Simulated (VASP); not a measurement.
Wanted: the native input for a VASP 6.6.1 run.

- Task: single point
- Functional: PBE
- Potentials or basis: VASP PAW PBE potentials, release 64 (Pt, Sb)
- Cutoff: 520 eV
- k mesh: 10 × 10 × 6
- Occupations: gaussian, width 0.05 eV
- Spin: no spin polarisation
- Dipole correction: no
- Further INCAR settings: ALGO = Normal; EDIFF = 1e-06; NBANDS = 17

The structure of Sb2Pt lies in POSCAR:

```
Sb2Pt
1.0
    4.0519871834      0.0116787782      0.0276763586
   -2.0158794731      3.4422818134      0.0172383185
    0.0356242609      0.0461889779      5.2817266450
Pt Sb
1 2
Direct
    0.0117511761      0.0080342817      0.0003849226
    0.3219709043      0.6625102281      0.2415076342
    0.6662779196      0.3294554902      0.7581074431
```

This cell differs from its parent crystal: atoms moved at random and the cell strained at random.

These files were run (other wordings do the same):

INCAR

```
SYSTEM = Sb2Pt
  ALGO = Normal
  EDIFF = 1E-6
  ENCUT = 520
  GGA = PE
  ISIF = 2
  ISMEAR = 0
  LASPH = .TRUE.
  LCHARG = .FALSE.
  LREAL = .FALSE.
  LWAVE = .FALSE.
  NBANDS = 17
  NELM = 80
  PREC = Accurate
  SIGMA = 0.05
```

KPOINTS

```
k-points
0
G
  10 10 6
  0 0 0
```

Potentials or basis: VASP PAW PBE potentials, release 64 (Pt, Sb).

Run with:

```bash
$ cat potpaw_PBE.64/Pt/POTCAR potpaw_PBE.64/Sb/POTCAR > POTCAR
$ mpirun -np 1 vasp_std > vasp.out
```

Results of the run:

```
Pressure               : 5.5 GPa
Largest force          : 0.976 eV/Å
Band gap on the k mesh : zero (bands 10 and 11 overlap by 3.20 eV)
```

Caveat: the cell differs from its parent crystal (atoms moved at random and the cell strained at random); the cell stands under pressure; spin-orbit coupling is left out, which moves the levels of the heavy elements.

Wall time 2.4 min on 1 thread of Intel(R) Xeon(R) Platinum 8559C (Emerald Rapids) (shared host), peak memory 0.5 GiB.
